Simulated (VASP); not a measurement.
Set up this calculation in VASP 6.6.1, as the native input.

```
Task                   : single point
Functional             : PBE
Potentials or basis    : VASP PAW PBE potentials, release 64 (Ta_pv)
Cutoff                 : 520 eV
k mesh                 : 10 × 10 × 6
Occupations            : gaussian, width 0.1 eV
Spin                   : no spin polarisation
Dipole correction      : no
Further INCAR settings : ALGO = Fast; EDIFF = 1e-06; NBANDS = 36
```

The structure of Ta lies in POSCAR:

```
Ta
1.0
    3.9059106617      0.0000000000      0.0000000000
    0.0000000000      3.9059106617      0.0000000000
    0.0000000000      0.0000000000      6.9465283468
Ta
5
Direct
    0.5000000000      0.0000000000      0.3002560170
    0.0000000000      0.5000000000      0.6997439830
    0.0000000000      0.5000000000      0.3002560170
    0.5000000000      0.0000000000      0.6997439830
    0.0000000000      0.0000000000      0.0000000000
```

These files were run (other wordings do the same):

INCAR

```
ALGO     = Fast           # electronic algorithm
EDIFF    = 1E-6           # SCF threshold, eV
ENCUT    = 520            # plane-wave cutoff, eV
GGA      = PE             # functional
ISIF     = 2              # what is computed and relaxed
ISMEAR   = 0              # smearing method
LASPH    = T              # aspherical terms in the spheres
LCHARG   = F              # write CHGCAR
LREAL    = F              # projectors in reciprocal space
LWAVE    = F              # write WAVECAR
NBANDS   = 36             # bands
NELM     = 80             # most SCF steps
PREC     = Accurate       # precision mode
SIGMA    = 0.1            # smearing width, eV
```

KPOINTS

```
k-points
0
Gamma
  10 10 6
```

Potentials or basis: VASP PAW PBE potentials, release 64 (Ta_pv).

Launch:

```console
$ cat potpaw_PBE.64/Ta_pv/POTCAR > POTCAR
$ mpirun -np 1 vasp_std > vasp.out
```

Results of the run:

| Quantity | Value |
| --- | --- |
| Pressure | 0.1 GPa |

Run time: 6.4 min on 1 thread of Intel(R) Xeon(R) 6975P-C (Granite Rapids), with other jobs on the host, peak memory 0.36 GiB.
